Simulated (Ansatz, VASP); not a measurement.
# KVF3 in VASP and in Ansatz

```xyz
5
Lattice="4.1310 0.0000 0.0000 0.0000 4.1310 0.0000 0.0000 0.0000 4.1310" Properties=species:S:1:pos:R:3 pbc="T T T"
K     0.0000    0.0000    0.0000
V     2.0655    2.0655    2.0655
F     2.0655    2.0655    0.0000
F     0.0000    2.0655    2.0655
F     2.0655    0.0000    2.0655
```

Alike in both runs: task single point; functional LDA; k mesh 5 × 5 × 5; occupations gaussian, width 0.05 eV; collinear spin; Hubbard terms V d U = 3.0 eV.

```csv
,VASP,Ansatz
version,VASP 6.6.1,Ansatz 0.2.0
potentials or method,"VASP PAW LDA potentials, release 64 (K_sv, V_sv, F), cutoff 520 eV","scalar-relativistic, plane waves, PAW"
valence electrons in the cell,43,43
```

```tsv
	VASP	Ansatz	Ansatz less VASP
gap on the k mesh at the Fermi level (eV)	1.48	1.90	+0.423
least direct gap on the mesh (eV)	2.62	3.04	+0.425
pressure (GPa)	-3.5	-4.1	-0.64
net moment per atom (μB)	0.60	0.60	0.000
size of the moment on the site where the two differ most (μB)	2.70	2.22	-0.476
```

LDA's correlation is that of Perdew and Zunger in VASP and of Perdew and Wang (1992) in Ansatz. Site moments also hang on the region over which each program counts them. The programs project onto different local orbitals, so the same U acts differently, and such runs can settle in different states.
